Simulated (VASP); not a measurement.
The system is CS2.

```xyz
6
Lattice="3.6458 -2.9943 0.0000 3.6458 2.9943 0.0000 0.0000 0.0000 9.8513" Properties=species:S:1:pos:R:3 pbc="T T T"
S     3.6458    1.9073    8.7368
S     3.6458    1.0871    3.8111
S     3.6458   -1.0871    6.0401
S     3.6458   -1.9073    1.1145
C     3.6458    0.0000    4.9256
C     0.0000    0.0000    0.0000
```

* Program: VASP 6.6.1
* Task: relaxation of cell and atoms
* Functional: PBEsol
* Dispersion: D4
* Potentials or basis: VASP PAW PBE potentials, release 64 (S, C)
* Cutoff: 600 eV
* k mesh: 6 × 6 × 3
* Occupations: fermi-dirac, width 0.05 eV
* Spin: no spin polarisation

At the start: pressure -0.8 GPa; volume 35.85 Å³/atom.

How do energy, volume and symmetry change on relaxing?

Over 28 steps the energy falls by 44.5 meV/atom and the volume is 23.40 Å³/atom (-34.7 %); space group Cmce (No. 64, to 0.1 Å) before and after.

Step by step:
| step | energy change (eV) | largest force (eV/Å) | pressure (GPa) | volume (Å³) |
| --- | --- | --- | --- | --- |
| 1 | 0.0000 | 0.1328 | -0.79 | 215.09 |
| 2 | 0.0169 | 1.0217 | 1.00 | 209.65 |
| 3 | -0.0053 | 0.2326 | -0.23 | 213.28 |
| 4 | -0.0188 | 0.2339 | -0.23 | 209.64 |
| 5 | -0.0600 | 0.2532 | -0.22 | 198.98 |
| 6 | -0.1426 | 0.3512 | -0.03 | 178.71 |
| 7 | -0.2430 | 0.7821 | 1.67 | 142.19 |
| 8 | -0.2502 | 0.6503 | 1.42 | 141.30 |
| 9 | -0.2629 | 0.2688 | 0.68 | 138.63 |
| 10 | -0.2644 | 0.0968 | 0.34 | 137.40 |
| 11 | -0.2644 | 0.0836 | 0.31 | 137.30 |
| 12 | -0.2646 | 0.0804 | 0.29 | 137.53 |
| 13 | -0.2652 | 0.0704 | 0.23 | 138.20 |
| 14 | -0.2658 | 0.0516 | 0.11 | 139.55 |
| 15 | -0.2653 | 0.0180 | -0.10 | 142.27 |
| 16 | -0.2659 | 0.0424 | 0.05 | 140.32 |
| 17 | -0.2660 | 0.0196 | 0.00 | 140.22 |
| 18 | -0.2660 | 0.0195 | -0.06 | 140.11 |
| 19 | -0.2661 | 0.0192 | -0.05 | 139.96 |
| 20 | -0.2663 | 0.0184 | -0.03 | 139.50 |
| 21 | -0.2664 | 0.0176 | 0.02 | 138.59 |
| 22 | -0.2664 | 0.0178 | 0.01 | 138.85 |
| 23 | -0.2664 | 0.0266 | 0.10 | 138.90 |
| 24 | -0.2664 | 0.0243 | 0.09 | 138.89 |
| 25 | -0.2665 | 0.0231 | 0.09 | 138.96 |
| 26 | -0.2666 | 0.0192 | 0.07 | 139.17 |
| 27 | -0.2668 | 0.0116 | 0.03 | 139.58 |
| 28 | -0.2669 | 0.0057 | -0.04 | 140.40 |

Final structure:
```
S C
1.0
     2.98078   -2.65212    0.00000
     2.98078    2.65212    0.00000
     0.00000    0.00000    8.88030
S C
4 2
Direct
  0.20174 0.79826 0.87310
  0.29826 0.70174 0.37310
  0.70174 0.29826 0.62690
  0.79826 0.20174 0.12690
  0.50000 0.50000 0.50000
  0.00000 0.00000 0.00000
```

Caveat: the volume moved by over 15 % at a fixed basis, so the end points are rough; the PAW data sets were made with another functional, which shifts forces and pressure a little.
